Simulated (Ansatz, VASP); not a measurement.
# Au in VASP and in Ansatz

```
Au
1.0
     2.84077    0.00000    0.00000
    -1.42038    2.46018    0.00000
     0.00000    0.00000    4.73995
Au
2
Direct
  0.33333 0.66667 0.75000
  0.66667 0.33333 0.25000
```

Alike in both runs: functional LDA; k mesh 9 × 9 × 4; occupations gaussian, width 0.1 eV; no spin polarisation.

Ansatz relaxed the structure, and its values are those at the end. VASP's run is a single point on that final structure, the one shown.

|  | VASP | Ansatz |
| --- | --- | --- |
| version | VASP 6.6.1 | Ansatz 0.2.0 |
| potentials or method | VASP PAW LDA potentials, release 64 (Au), cutoff 520 eV | scalar-relativistic, plane waves, PAW |
| valence electrons in the cell | 22 | 38 |

```csv
,VASP,Ansatz,Ansatz less VASP
gap on the k mesh at the Fermi level (eV),none,none,-
pressure (GPa),0.9,0.4,-0.52
```

LDA's correlation is that of Perdew and Zunger in VASP and of Perdew and Wang (1992) in Ansatz. A gap of «none» marks a metal or a gap that the smearing closes. VASP's potentials hold 22 valence electrons a cell and Ansatz's 38, so a difference there can come from the potentials and not from the codes.

Spin-orbit coupling is off throughout.
